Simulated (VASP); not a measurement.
# W16N (a cell with a defect) in VASP: single point with PBEsol

Aim: the single point of W16N (a cell with a defect) with PBEsol.

All numbers are computed with VASP 6.6.1; they aren't measurements. Logs are shortened: lines on timing, memory, paths and dates and some standing lists are left out, and cuts for length are marked.

## 1. The cell of the first run

The cell holds a defect, 17 atoms: a = 6.320 Å, b = 6.320 Å, c = 6.320 Å, α = 90.00°, β = 90.00°, γ = 90.00°.

## 2. Single point, PBEsol

INCAR reads:

```
SYSTEM = W16N
  PREC = Accurate
  ENCUT = 520
  EDIFF = 1E-7
  ISMEAR = -1
  SIGMA = 0.1
  LREAL = Auto
  LASPH = .True.
  NELM = 100
  ALGO = Normal
  ISIF = 2
  LWAVE = .False.
  LCHARG = .False.
  GGA = PS
  NBANDS = 128
```

KPOINTS reads:

```
Automatic mesh
0
Gamma
  3 3 3
  0 0 0
```

POSCAR reads:

```
W16N
1.0
    6.3200000000      0.0000000000      0.0000000000
    0.0000000000      6.3200000000      0.0000000000
    0.0000000000      0.0000000000      6.3200000000
W N
16 1
Direct
   -0.0017642405     -0.0004408228     -0.0065305380
    0.5014537975     -0.0004294304     -0.0065528481
   -0.0455395570      0.4996020570     -0.0064990506
    0.0052715190     -0.0003528481      0.4937382911
    0.2498254747      0.2500738924      0.2430148734
    0.5451939873      0.4996132911     -0.0064270570
    0.4944207278     -0.0003555380      0.4937098101
    0.7498579114      0.2406356013      0.2521422468
   -0.0018599684      0.4995435127      0.4934531646
    0.2498261076      0.7493068038      0.2431886076
    0.2498297468      0.2502172468      0.7441125000
    0.5015485759      0.4995381329      0.4934943038
    0.7498534810      0.7584161392      0.2522099684
    0.7498607595      0.2408973101      0.7347109177
    0.2498314873      0.7487781646      0.7440643987
    0.7498579114      0.7583094937      0.7346454114
    0.2498276899      0.4996303797     -0.0061376582
```

Potentials or basis: VASP PAW PBE potentials, release 64 (W_sv, N).

On the command line:

```
> cat potpaw_PBE.64/W_sv/POTCAR potpaw_PBE.64/N/POTCAR > POTCAR
> mpirun -np 1 vasp_std > vasp.out
```

OUTCAR:

```text
SYSTEM = W16N
   PREC = Accurate
   ENCUT = 520
   EDIFF = 1E-7
   ISMEAR = -1
   LREAL = Auto
   LASPH = .True.
   NELM = 100
   ISIF = 2
   GGA = PS

 ion  position               nearest neighbor table
   1  0.998  1.000  0.993-   8 2.73  13 2.73  16 2.73  14 2.73  10 2.74  11 2.74   5 2.74  15 2.74
                             2 3.14   4 3.16   4 3.16   3 3.17   3 3.17   2 3.18
   2  0.501  1.000  0.993-   8 2.73  13 2.73  14 2.73  16 2.73  11 2.74  10 2.74   5 2.74  15 2.74
                             1 3.14   7 3.16   7 3.16   6 3.17   6 3.17   1 3.18
   3  0.954  0.500  0.994-  17 1.87   6 2.59  14 2.65  13 2.65  16 2.65   8 2.65  15 2.91  11 2.91
                             5 2.91  10 2.91   9 3.17   1 3.17   9 3.17   1 3.17
   4  0.005  1.000  0.494-  14 2.69  16 2.69   8 2.69  13 2.69  10 2.72  11 2.72   5 2.72  15 2.72
                             7 3.09   1 3.16   9 3.16   9 3.16   1 3.16   7 3.23
   5  0.250  0.250  0.243-  17 2.23   4 2.72   7 2.72   9 2.74   1 2.74  12 2.74   2 2.74   6 2.91
                             3 2.91  11 3.15  10 3.16   8 3.16   8 3.16  10 3.16  11 3.17
   6  0.545  0.500  0.994-  17 1.87   3 2.59  13 2.65   8 2.65  14 2.65  16 2.65  15 2.91  11 2.91
                             5 2.91  10 2.91  12 3.17   2 3.17   2 3.17  12 3.17
   7  0.494  1.000  0.494-  14 2.69  16 2.69   8 2.69  13 2.69  10 2.72  11 2.72   5 2.72  15 2.72
                             4 3.09   2 3.16  12 3.16  12 3.16   2 3.16   4 3.23
   8  0.750  0.241  0.252-   6 2.65   3 2.65   7 2.69   4 2.69   1 2.73   2 2.73   9 2.73  12 2.73
                            13 3.05  14 3.05   5 3.16   5 3.16  14 3.27  13 3.27
   9  0.998  0.500  0.493-  14 2.73  16 2.73  13 2.73   8 2.73  15 2.74   5 2.74  11 2.74  10 2.74
                            12 3.14   4 3.16   4 3.16   3 3.17   3 3.17  12 3.18
  10  0.250  0.749  0.243-  17 2.23   4 2.72   7 2.72   1 2.74   2 2.74   9 2.74  12 2.74   6 2.91
                             3 2.91  15 3.15   5 3.16  13 3.16  13 3.16   5 3.16  15 3.17
  11  0.250  0.250  0.744-  17 2.23   4 2.72   7 2.72   2 2.74   1 2.74  12 2.74   9 2.74   3 2.91
                             6 2.91  15 3.15   5 3.15  14 3.16  14 3.16   5 3.17  15 3.17
  12  0.502  0.500  0.493-  14 2.73  16 2.73  13 2.73   8 2.73  15 2.74  11 2.74   5 2.74  10 2.74
                             9 3.14   7 3.16   7 3.16   6 3.17   6 3.17   9 3.18
  13  0.750  0.758  0.252-   6 2.65   3 2.65   7 2.69   4 2.69   1 2.73   2 2.73   9 2.73  12 2.73
                             8 3.05  16 3.05  10 3.16  10 3.16  16 3.27   8 3.27
  14  0.750  0.241  0.735-   3 2.65   6 2.65   4 2.69   7 2.69  12 2.73   9 2.73   2 2.73   1 2.73
                             8 3.05  16 3.05  11 3.16  11 3.16  16 3.27   8 3.27
  15  0.250  0.749  0.744-  17 2.23   4 2.72   7 2.72  12 2.74   9 2.74   1 2.74   2 2.74   3 2.91
                             6 2.91  11 3.15  10 3.15  16 3.16  16 3.16  10 3.17  11 3.17
  16  0.750  0.758  0.735-   3 2.65   6 2.65   4 2.69   7 2.69  12 2.73   9 2.73   1 2.73   2 2.73
                            13 3.05  14 3.05  15 3.16  15 3.16  14 3.27  13 3.27
  17  0.250  0.500  0.994-   6 1.87   3 1.87   5 2.23  15 2.23  10 2.23  11 2.23

  LATTYP: Found a simple cubic cell.
 ALAT       =     6.3200000000

  Lattice vectors:

 A1 = (   6.3200000000,   0.0000000000,   0.0000000000)
 A2 = (   0.0000000000,   6.3200000000,   0.0000000000)
 A3 = (   0.0000000000,   0.0000000000,   6.3200000000)

Analysis of symmetry for initial positions (statically):
=====================================================================
 Subroutine PRICEL returns:
 Original cell was already a primitive cell.

 Routine SETGRP: Setting up the symmetry group for a
 simple cubic supercell.

 Subroutine GETGRP returns: Found  1 space group operations
 (whereof  1 operations were pure point group operations)
 out of a pool of 48 trial point group operations.

The static configuration has the point symmetry C_1 .

Analysis of symmetry for dynamics (positions and initial velocities):
=====================================================================
 Subroutine PRICEL returns:
 Original cell was already a primitive cell.

 Routine SETGRP: Setting up the symmetry group for a
 simple cubic supercell.

 Subroutine GETGRP returns: Found  1 space group operations
 (whereof  1 operations were pure point group operations)
 out of a pool of 48 trial point group operations.

The dynamic configuration has the point symmetry C_1 .

 Subroutine INISYM returns: Found  1 space group operations
 (whereof  1 operations are pure point group operations),
 and found     1 'primitive' translations

----------------------------------------------------------------------------------------

                                     Primitive cell

  volume of cell :     252.4360

  direct lattice vectors                    reciprocal lattice vectors
[... 66 lines left out ...]

 Subroutine IBZKPT returns following result:
 ===========================================

 Found     14 irreducible k-points:

 Following reciprocal coordinates:
            Coordinates               Weight
  0.000000  0.000000  0.000000      1.000000
  0.333333  0.000000  0.000000      2.000000
  0.000000  0.333333  0.000000      2.000000
  0.000000  0.000000  0.333333      2.000000
  0.333333  0.333333  0.000000      2.000000
  0.000000  0.333333  0.333333      2.000000
  0.333333  0.000000  0.333333      2.000000
 -0.333333  0.333333  0.000000      2.000000
 -0.333333  0.000000  0.333333      2.000000
  0.000000 -0.333333  0.333333      2.000000
  0.333333  0.333333  0.333333      2.000000
 -0.333333  0.333333  0.333333      2.000000
 -0.333333 -0.333333  0.333333      2.000000
  0.333333 -0.333333  0.333333      2.000000
   k-points           NKPTS =     14   k-points in BZ     NKDIM =     14   number of bands    NBANDS=    128
   number of dos      NEDOS =    301   number of ions     NIONS =     17
   total plane-waves  NPLWV = 110592
   dimension x,y,z NGX =    48 NGY =   48 NGZ =   48
   dimension x,y,z NGXF=    96 NGYF=   96 NGZF=   96
   ions per type =              16   1
   NGX,Y,Z   is equivalent  to a cutoff of  12.63, 12.63, 12.63 a.u.
   NGXF,Y,Z  is equivalent  to a cutoff of  25.25, 25.25, 25.25 a.u.
 SYSTEM =  W16N
   PREC   = accura    normal or accurate (medium, high low for compatibility)
   ISTART =      0    job   : 0-new  1-cont  2-samecut
   ICHARG =      2    charge: 1-file 2-atom 10-const
   ISPIN  =      1    spin polarized calculation?
   LNONCOLLINEAR =      F non collinear calculations
   LSORBIT =      F    spin-orbit coupling
   LASPH  =      T    aspherical Exc in radial PAW
   ENCUT  =  520.0 eV  38.22 Ry    6.18 a.u.  11.75 11.75 11.75*2*pi/ulx,y,z
   NELM   =    100;   NELMIN=  2; NELMDL= -5     # of ELM steps
   EDIFF  = 0.1E-06   stopping-criterion for ELM
   LREAL  =      T    real-space projection
   EDIFFG = 0.1E-05   stopping-criterion for IOM
   NSW    =      0    number of steps for IOM
   IBRION =     -1    ionic relax: 0-MD 1-quasi-New 2-CG
   NFREE  =      0    steps in history (QN), initial steepest desc. (CG)
   ISIF   =      2    stress and relaxation
   ISYM   =      2    0-nonsym 1-usesym 2-fastsym
   POTIM  = 0.5000    time-step for ionic-motion
   TEBEG  =    0.0;   TEEND  =   0.0 temperature during run
   PSTRESS=    0.0 pullay stress
   NELECT =     229.0000    total number of electrons
   NUPDOWN=      -1.0000    fix difference up-down
   EMIN   =  10.00;   EMAX   =-10.00  energy-range for DOS
   EFERMI =   0.00;   METHOD = LEGACY
   ISMEAR =    -1;   SIGMA  =   0.10  broadening in eV -4-tet -1-fermi 0-gaus
   EFERMI_NEDOS =   21; number of points for ismear=-14 and -15
   IALGO  =     38    algorithm
   IMIX   =      4    mixing-type and parameters
     AMIX     =   0.40;   BMIX     =  1.00
     AMIX_MAG =   1.60;   BMIX_MAG =  1.00
  volume/ion in A,a.u.               =      14.85       100.21
  Fermi-wavevector in a.u.,A,eV,Ry     =   1.584782  2.994804 34.171502  2.511535
  Thomas-Fermi vector in A             =   2.684347
   LORBIT       =      0    0 simple, 1 ext, 2 COOP (PROOUT), +10 PAW based schemes
   GGA     = PS    functional components
   LHFCALC =     F    Hartree Fock is set to
   AEXX    =    0.0000 exact exchange contribution
   IVDW    =     0    specifies the selected vdW correction
   LEPSILON=     F    determine dielectric tensor
   LRPA    =     F    only Hartree local field effects (RPA)
 non-spin polarized calculation
  energy-cutoff  :      520.00
  volume of cell :      252.44
 maximum number of plane-waves:      6859
   NGX = 23   NGY = 23   NGZ = 23

 number of electron     228.9999993 magnetization

 Free energy of the ion-electron system (eV)
  ---------------------------------------------------
  ext. energy  EPLUGINS =         0.00000000
  ---------------------------------------------------
  free energy    TOTEN  =      -228.12482271 eV

  energy without entropy =     -227.84524584  energy(sigma->0) =     -227.98503427

 E-fermi :  11.7685     XC(G=0): -13.9032

 val. band max:       11.7294918497   @ k =   0.0000  -0.3333   0.3333
 cond. band min:      11.7709943792   @ k =   0.0000  -0.3333   0.3333
 fundamental gap:      0.0415025295
 Fermi energy:        11.7684517481

 k-point     1 :       0.0000    0.0000    0.0000
  band No.  band energies     occupation
      1     -62.5737      2.00000
      2     -62.5410      2.00000
      3     -62.5400      2.00000
      4     -62.5311      2.00000
      5     -62.4661      2.00000
      6     -62.3955      2.00000
[... 1795 lines left out ...]
    125      13.4864      0.00000
    126      13.7350      0.00000
 [bands above 126 left out]

------------------------ aborting loop because EDIFF is reached ----------------------------------------

  FORCE on cell =-STRESS in cart. coord.  units (eV):
  Direction    XX          YY          ZZ          XY          YZ          ZX
  --------------------------------------------------------------------------------------
  -------------------------------------------------------------------------------------
  Total       28.6266889      7.3028512      7.2865454      0.0001091      0.0041049      0.0033075
  in kB      181.6897662     46.3502197     46.2467291      0.0006922      0.0260532      0.0209919
  external PRESSURE =      91.4289050 kB  Pullay stress =       0.0000000 kB

 VOLUME and BASIS-vectors are now :
 -----------------------------------------------------------------------------
  energy-cutoff  :      520.00
  volume of cell :      252.44
      direct lattice vectors                 reciprocal lattice vectors
     6.320000000  0.000000000  0.000000000     0.158227848  0.000000000  0.000000000
     0.000000000  6.320000000  0.000000000     0.000000000  0.158227848  0.000000000
     0.000000000  0.000000000  6.320000000     0.000000000  0.000000000  0.158227848

 POSITION                                       TOTAL-FORCE (eV/Angst)
 -----------------------------------------------------------------------------------
      6.30885      6.31721      6.27873        -0.002098      0.000338      0.007381
      3.16919      6.31729      6.27859         0.001019     -0.000498      0.008723
      6.03219      3.15749      6.27893        -0.109289      0.001863      0.009566
      0.03332      6.31777      3.12043         0.036860     -0.007137     -0.022224
      1.57890      1.58047      1.53585         0.002305     -0.023959      0.030296
      3.44563      3.15756      6.27938         0.112747      0.000557      0.003094
[... 9 lines left out ...]
      4.73910      4.79252      4.64296        -0.003589      0.003915      0.008124
      1.57891      3.15766      6.28121        -0.000017     -0.000786     -0.010072
 -----------------------------------------------------------------------------------
    total drift:                                0.000270      0.001221      0.009288

  FREE ENERGIE OF THE ION-ELECTRON SYSTEM (eV)
  ---------------------------------------------------
  free  energy   TOTEN  =      -228.1248227137 eV

  energy  without entropy=     -227.8452458361  energy(sigma->0) =     -227.98503427
```

Wall time 31 min (1 thread of Intel Xeon 8259CL, shared host); peak memory 0.5 GiB.

What came out:

```
Free energy            : -228.1248 eV
Pressure               : 9.1 GPa
Largest force          : 0.113 eV/Å
Band gap on the k mesh : zero (an odd number of electrons rules out a gap without spin polarisation)
```

Forces in eV/Å, atoms in the order of the input:
```
W   -0.002  0.000  0.007
W    0.001  0.000  0.009
W   -0.109  0.002  0.010
W    0.037 -0.007 -0.022
W    0.002 -0.024  0.030
W    0.113  0.001  0.003
W   -0.037 -0.007 -0.019
W   -0.002  0.019  0.013
W    0.006  0.005  0.002
W    0.002  0.009  0.017
W    0.003 -0.041 -0.032
W   -0.007  0.005 -0.001
W   -0.001 -0.007  0.010
W   -0.004 -0.009  0.002
W    0.002  0.051 -0.028
W   -0.004  0.004  0.008
N    0.000 -0.001 -0.010
```

Caveat: the PAW data sets were made with another functional, which shifts forces and pressure a little; spin-orbit coupling is left out, which moves the levels of the heavy elements.

The gap in the log of VASP goes by the Fermi energy; the results here count the filled bands.